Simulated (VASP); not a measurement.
# BAs (F-43m) in VASP: a series of runs

The runs below take BAs through single point, with PBE.

Everything below comes from runs of VASP 6.6.1. Logs are shortened: lines on timing, memory, paths and dates and some standing lists are left out, and cuts for length are marked.

## Step 1: The cell of the first run

Symmetry: F-43m, No. 216, cubic system. Conventional cell: a = 4.784 Å, b = 4.784 Å, c = 4.784 Å, α = 90.00°, β = 90.00°, γ = 90.00°. B (site symmetry -43m) has 4 As at 2.07 Å within 2.7 Å. Within 2.7 Å of As (site symmetry -43m) lie 4 B at 2.07 Å.

## Step 2: Single point, PBE

INCAR

```
  ALGO = Normal
  EDIFF = 1E-7
  ENCUT = 520
  GGA = PE
  ISIF = 2
  ISMEAR = 0
  LASPH = T
  LCHARG = T
  LELF = T
  LREAL = F
  LVHAR = T
  LWAVE = F
  NBANDS = 11
  NELM = 60
  PREC = Accurate
  SIGMA = 0.01
```

KPOINTS

```
k-points
0
Gamma
  6 6 6
```

POSCAR

```
BAs
1.0
    0.0000000000      2.3918699057      2.3918699057
    2.3918699057      0.0000000000      2.3918699057
    2.3918699057      2.3918699057      0.0000000000
B As
1 1
Direct
    0.0000000000      0.0000000000      0.0000000000
    0.2500000000      0.2500000000      0.2500000000
```

Potentials or basis: VASP PAW PBE potentials, release 64 (B, As).

Command:

```
cat potpaw_PBE.64/B/POTCAR potpaw_PBE.64/As/POTCAR > POTCAR
mpirun -np 1 vasp_std > vasp.out
```

OUTCAR:

```text
EDIFF = 1E-7
   ENCUT = 520
   GGA = PE
   ISIF = 2
   ISMEAR = 0
   LASPH = T
   LREAL = F
   NELM = 60
   PREC = Accurate

 ion  position               nearest neighbor table
   1  0.000  0.000  0.000-   2 2.07   2 2.07   2 2.07   2 2.07
   2  0.250  0.250  0.250-   1 2.07   1 2.07   1 2.07   1 2.07

  LATTYP: Found a face centered cubic cell.
 ALAT       =     4.7837398114

  Lattice vectors:

 A1 = (   0.0000000000,   2.3918699057,   2.3918699057)
 A2 = (   2.3918699057,   0.0000000000,   2.3918699057)
 A3 = (   2.3918699057,   2.3918699057,   0.0000000000)

Analysis of symmetry for initial positions (statically):
=====================================================================
 Subroutine PRICEL returns:
 Original cell was already a primitive cell.

 Routine SETGRP: Setting up the symmetry group for a
 face centered cubic supercell.

 Subroutine GETGRP returns: Found 24 space group operations
 (whereof 24 operations were pure point group operations)
 out of a pool of 48 trial point group operations.

The static configuration has the point symmetry T_d .

Analysis of symmetry for dynamics (positions and initial velocities):
=====================================================================
 Subroutine PRICEL returns:
 Original cell was already a primitive cell.

 Routine SETGRP: Setting up the symmetry group for a
 face centered cubic supercell.

 Subroutine GETGRP returns: Found 24 space group operations
 (whereof 24 operations were pure point group operations)
 out of a pool of 48 trial point group operations.

The dynamic configuration has the point symmetry T_d .

 Subroutine INISYM returns: Found 24 space group operations
 (whereof 24 operations are pure point group operations),
 and found     1 'primitive' translations

----------------------------------------------------------------------------------------

                                     Primitive cell

  volume of cell :      27.3680

  direct lattice vectors                    reciprocal lattice vectors
     0.000000000  2.391869906  2.391869906    -0.209041470  0.209041470  0.209041470
     2.391869906  0.000000000  2.391869906     0.209041470 -0.209041470  0.209041470
     2.391869906  2.391869906  0.000000000     0.209041470  0.209041470 -0.209041470

  length of vectors
     3.382614860  3.382614860  3.382614860     0.362070446  0.362070446  0.362070446

  position of ions in fractional coordinates (direct lattice)
     0.000000000  0.000000000  0.000000000
     0.250000000  0.250000000  0.250000000
[... 76 lines left out ...]
   POTIM  = 0.5000    time-step for ionic-motion
   TEBEG  =    0.0;   TEEND  =   0.0 temperature during run
   PSTRESS=    0.0 pullay stress
   NELECT =       8.0000    total number of electrons
   NUPDOWN=      -1.0000    fix difference up-down
   EMIN   =  10.00;   EMAX   =-10.00  energy-range for DOS
   EFERMI =   0.00;   METHOD = LEGACY
   ISMEAR =     0;   SIGMA  =   0.01  broadening in eV -4-tet -1-fermi 0-gaus
   EFERMI_NEDOS =   21; number of points for ismear=-14 and -15
   IALGO  =     38    algorithm
   IMIX   =      4    mixing-type and parameters
     AMIX     =   0.40;   BMIX     =  1.00
     AMIX_MAG =   1.60;   BMIX_MAG =  1.00
  volume/ion in A,a.u.               =      13.68        92.34
  Fermi-wavevector in a.u.,A,eV,Ry     =   1.086486  2.053160 16.061008  1.180451
  Thomas-Fermi vector in A             =   2.222623
   LORBIT       =      0    0 simple, 1 ext, 2 COOP (PROOUT), +10 PAW based schemes
   GGA     = PE    functional components
   LHFCALC =     F    Hartree Fock is set to
   AEXX    =    0.0000 exact exchange contribution
   IVDW    =     0    specifies the selected vdW correction
   LEPSILON=     F    determine dielectric tensor
   LRPA    =     F    only Hartree local field effects (RPA)
 non-spin polarized calculation
 Gauss-broadening in eV      SIGMA  =   0.01
  energy-cutoff  :      520.00
  volume of cell :       27.37
 maximum number of plane-waves:       754
 NGX is ok and might be reduce to    28
   NGX = 13   NGY = 13   NGZ = 13

 number of electron       8.0000000 magnetization

 Free energy of the ion-electron system (eV)
  ---------------------------------------------------
  ext. energy  EPLUGINS =         0.00000000
  ---------------------------------------------------
  free energy    TOTEN  =       -11.38994638 eV

  energy without entropy =      -11.38994638  energy(sigma->0) =      -11.38994638

 E-fermi :   6.1351     XC(G=0): -10.5627

 val. band max:        6.0857415189   @ k =   0.0000   0.0000   0.0000
 cond. band min:       7.3618258672   @ k =   0.3333   0.3333   0.0000
 fundamental gap:      1.2760843483
 Fermi energy:         6.1350503088

 k-point     1 :       0.0000    0.0000    0.0000
  band No.  band energies     occupation
      1      -9.2788      2.00000
      2       6.0857      2.00000
      3       6.0857      2.00000
      4       6.0857      2.00000
      5       9.3544      0.00000
      6       9.3544      0.00000
      7       9.3544      0.00000
      8      10.7193      0.00000
      9      15.6472      0.00000
     10      19.0151      0.00000
     11      19.0151      0.00000
[... 197 lines left out ...]
 k-point    16 :      -0.3333    0.5000    0.1667
  band No.  band energies     occupation
      1      -4.9935      2.00000
      2      -2.1020      2.00000
      3       0.9534      2.00000
      4       1.1484      2.00000
      5       9.8540      0.00000
      6      10.0645      0.00000
      7      14.7032      0.00000
      8      14.9486      0.00000
      9      18.3579      0.00000
     10      21.6915      0.00000
     11      21.8840      0.00000

------------------------ aborting loop because EDIFF is reached ----------------------------------------

  FORCE on cell =-STRESS in cart. coord.  units (eV):
  Direction    XX          YY          ZZ          XY          YZ          ZX
  --------------------------------------------------------------------------------------
  -------------------------------------------------------------------------------------
  Total        0.4875793      0.4875793      0.4875793      0.0000000     -0.0000000     -0.0000000
  in kB       28.5438943     28.5438943     28.5438943      0.0000000     -0.0000000     -0.0000000
  external PRESSURE =      28.5438943 kB  Pullay stress =       0.0000000 kB

 VOLUME and BASIS-vectors are now :
 -----------------------------------------------------------------------------
  energy-cutoff  :      520.00
  volume of cell :       27.37
      direct lattice vectors                 reciprocal lattice vectors
     0.000000000  2.391869906  2.391869906    -0.209041470  0.209041470  0.209041470
     2.391869906  0.000000000  2.391869906     0.209041470 -0.209041470  0.209041470
     2.391869906  2.391869906  0.000000000     0.209041470  0.209041470 -0.209041470

 POSITION                                       TOTAL-FORCE (eV/Angst)
 -----------------------------------------------------------------------------------
      0.00000      0.00000      0.00000        -0.000000     -0.000000      0.000000
      1.19593      1.19593      1.19593         0.000000      0.000000     -0.000000
 -----------------------------------------------------------------------------------
    total drift:                               -0.000000     -0.000000     -0.000000

  FREE ENERGIE OF THE ION-ELECTRON SYSTEM (eV)
  ---------------------------------------------------
  free  energy   TOTEN  =       -11.3899463757 eV

  energy  without entropy=      -11.3899463757  energy(sigma->0) =      -11.38994638
```

stdout:

```text
POSCAR found type information on POSCAR B As
 POSCAR found :  2 types and       2 ions
 scaLAPACK will be used
 LDA part: xc-table for (Slater+PW92), standard interpolation
 POSCAR, INCAR and KPOINTS ok, starting setup
 FFT: planning ... GRIDC
 FFT: planning ... GRID_SOFT
 FFT: planning ... GRID
 WAVECAR not read
 entering main loop
```

Wall time 8.7 s (1 thread of Intel Xeon 6975P-C, shared host); peak memory 0.15 GiB.

Results:

```yaml
Free_energy: -11.3899 eV
Pressure: 2.9 GPa
Band_gap_on_the_k_mesh: 1.28 eV, indirect (least direct gap 3.27 eV)
```

## Step 3: Single point, PBE

INCAR

```
SYSTEM = BAs
ALGO     = Normal         ! electronic algorithm
EDIFF    = 1E-6           ! SCF threshold, eV
ENCUT    = 520            ! plane-wave cutoff, eV
GGA      = PE             ! functional
ISIF     = 2              ! what is computed and relaxed
ISMEAR   = 0              ! smearing method
LASPH    = .True.         ! aspherical terms in the spheres
LCHARG   = .False.        ! write CHGCAR
LREAL    = .False.        ! projectors in reciprocal space
LWAVE    = .False.        ! write WAVECAR
NBANDS   = 11             ! bands
NELM     = 60             ! most SCF steps
PREC     = Accurate       ! precision mode
SIGMA    = 0.01           ! smearing width, eV
```

KPOINTS

```
k-points
0
Gamma
  6 6 6
  0 0 0
```

POSCAR is that of step 2.

Potentials or basis: VASP PAW PBE potentials, release 64 (B, As).

Command:

```
cat potpaw_PBE.64/B/POTCAR potpaw_PBE.64/As/POTCAR > POTCAR
mpirun -np 1 vasp_std > vasp.out
```

Wall time 7.4 s (1 thread of Intel Xeon 6975P-C, shared host); peak memory 0.15 GiB.

It converged, with:

```yaml
Free_energy: -11.3899 eV
Pressure: 2.8 GPa
Band_gap_on_the_k_mesh: 1.28 eV, indirect (least direct gap 3.27 eV)
```

Levels at points of the mesh, in eV from the valence-band top:
```csv
k point,band 1,band 2,band 3,band 4,band 5,band 6,band 7,band 8
"(0.00, 0.00, 0.00)",-15.36,0.00,0.00,0.00,3.27,3.27,3.27,4.63
"(0.50, 0.00, 0.00)",-12.51,-8.76,-1.82,-1.82,2.67,4.77,4.77,8.85
"(0.50, 0.50, 0.00)",-11.20,-8.51,-4.06,-4.06,1.43,1.44,11.33,11.33
```
